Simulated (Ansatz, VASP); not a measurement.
**One calculation of Si2Mo, two programs**

```
CELL_PARAMETERS angstrom
0.00000 -3.20000 0.00000
3.20000 0.00000 0.00000
-1.60000 1.60000 3.93050
ATOMIC_POSITIONS crystal
Si 0.33300 0.33300 0.66600
Si 0.66700 0.66700 0.33400
Mo 0.00000 0.00000 0.00000
```

Alike in both runs: task single point; functional PBE; k mesh 12 × 12 × 12; occupations gaussian, width 0.05 eV; no spin polarisation.

|  | VASP | Ansatz |
| --- | --- | --- |
| version | VASP 6.6.1 | Ansatz 0.2.0 |
| potentials or method | VASP PAW PBE potentials, release 64 (Si, Mo_sv), cutoff 520 eV | scalar-relativistic, plane waves, PAW |
| valence electrons in the cell | 22 | 22 |

|  | VASP | Ansatz | Ansatz less VASP |
| --- | --- | --- | --- |
| gap on the k mesh at the Fermi level (eV) | none | none | - |
| pressure (GPa) | 2.4 | 2.2 | -0.17 |
| traceless stress, the component that is largest in VASP (GPa) | -0.77 | -0.76 | +0.007 |
| rms of the force components (eV/Å) | 0.128 | 0.130 | +0.0022 |

Atom by atom the forces differ by 0.002 eV/Å (rms over components). A gap of «none» marks a metal or a gap that the smearing closes.
